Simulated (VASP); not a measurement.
Here is a VASP 6.6.1 calculation.

The input INCAR:

```
PREC = Accurate
ENCUT = 520
EDIFF = 1E-6
ISMEAR = 1
SIGMA = 0.1
LREAL = False
LASPH = True
NELM = 80
ALGO = Normal
ISIF = 2
LWAVE = False
LCHARG = True
GGA = PS
LELF = True
LVHAR = True
NBANDS = 18
```

KPOINTS

```
Automatic mesh
0
Gamma
  12 12 12
```

The input POSCAR:

```
CuPd
1.0
    1.3635479700      0.7872443894      4.2468959136
   -1.3635479700      0.7872443894      4.2468959136
    0.0000000000     -1.5744887787      4.2468959136
Cu Pd
1 1
Direct
    0.0000000000      0.0000000000      0.0000000000
    0.5000000000      0.5000000000      0.5000000000
```

Potentials or basis: VASP PAW PBE potentials, release 64 (Cu, Pd).

Command:

```bash
$ cat potpaw_PBE.64/Cu/POTCAR potpaw_PBE.64/Pd/POTCAR > POTCAR
$ mpirun -np 1 vasp_std > vasp.out
```

**Question.** What does it give for the pressure?

**Answer.** -7.0 GPa.

Stress tensor (GPa, compression positive):
```
-7.49  0.00  0.00
 0.00 -7.49  0.00
 0.00  0.00 -5.87
```

Caveat: the PAW data sets were made with another functional, which shifts forces and pressure a little.
